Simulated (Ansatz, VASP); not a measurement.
## Two plane-wave programs on SiO2

File INCAR:

```
ALGO = Normal
EDIFF = 1E-6
ENCUT = 520
GGA = PE
ISIF = 2
ISMEAR = 0
LASPH = T
LCHARG = F
LREAL = F
LWAVE = F
NBANDS = 25
NELM = 80
PREC = Accurate
SIGMA = 0.05
```

File KPOINTS:

```
k-points
0
Gamma
  6 6 6
```

Contents of POSCAR:

```
SiO2
1.0
   -2.5133692696      2.5133692696      3.6893906705
    2.5133692696     -2.5133692696      3.6893906705
    2.5133692696      2.5133692696     -3.6893906705
Si O
2 4
Direct
    0.0000000000      0.0000000000      0.0000000000
    0.7500000000      0.2500000000      0.5000000000
    0.9968516823      0.6250000000      0.8718516823
    0.3750000000      0.2468516823      0.3718516823
    0.7531483177      0.1250000000      0.1281483177
    0.8750000000      0.0031483177      0.6281483177
```

Input for Ansatz:

```yaml
crystal:
  lattice:
    - [-2.5133692696, 2.5133692696, 3.6893906705]
    - [2.5133692696, -2.5133692696, 3.6893906705]
    - [2.5133692696, 2.5133692696, -3.6893906705]
  atoms:
    - { symbol: Si, position: [0.0, 0.0, 0.0] }
    - { symbol: Si, position: [0.75, 0.25, 0.5] }
    - { symbol: O, position: [0.9968516823, 0.625, 0.8718516823] }
    - { symbol: O, position: [0.375, 0.2468516823, 0.3718516823] }
    - { symbol: O, position: [0.7531483177, 0.125, 0.1281483177] }
    - { symbol: O, position: [0.875, 0.0031483177, 0.6281483177] }
basis:
  ecutwfc: 420
kpoints:
  mp_grid: { grid: [6, 6, 6] }
hamiltonian:
  xc: pbe
scf:
  occupations: { method: gaussian, width: 0.05 }
output:
  forces: true
  stress: true
  eigenvalues: true
```

Change from the starting cell: mode 6 (300.7 1/cm) frozen in, largest displacement -0.150 Å.

Alike in both runs: task single point; functional PBE; k mesh 6 × 6 × 6; occupations gaussian, width 0.05 eV; no spin polarisation.

|  | VASP | Ansatz |
| --- | --- | --- |
| version | VASP 6.6.1 | Ansatz 0.2.0 |
| potentials or method | VASP PAW PBE potentials, release 64 (Si, O), cutoff 520 eV | scalar-relativistic, plane waves, PAW |
| valence electrons in the cell | 32 | 32 |

|  | VASP | Ansatz | Ansatz less VASP |
| --- | --- | --- | --- |
| gap on the k mesh at the Fermi level (eV) | 5.39 | 5.40 | +0.010 |
| least direct gap on the mesh (eV) | 5.39 | 5.40 | +0.010 |
| pressure (GPa) | -10.1 | -10.2 | -0.05 |
| traceless stress, the component that is largest in VASP (GPa) | 1.45 | 1.43 | -0.019 |
| rms of the force components (eV/Å) | 0.477 | 0.476 | -0.0010 |

Atom by atom the forces differ by 0.001 eV/Å (rms over components).
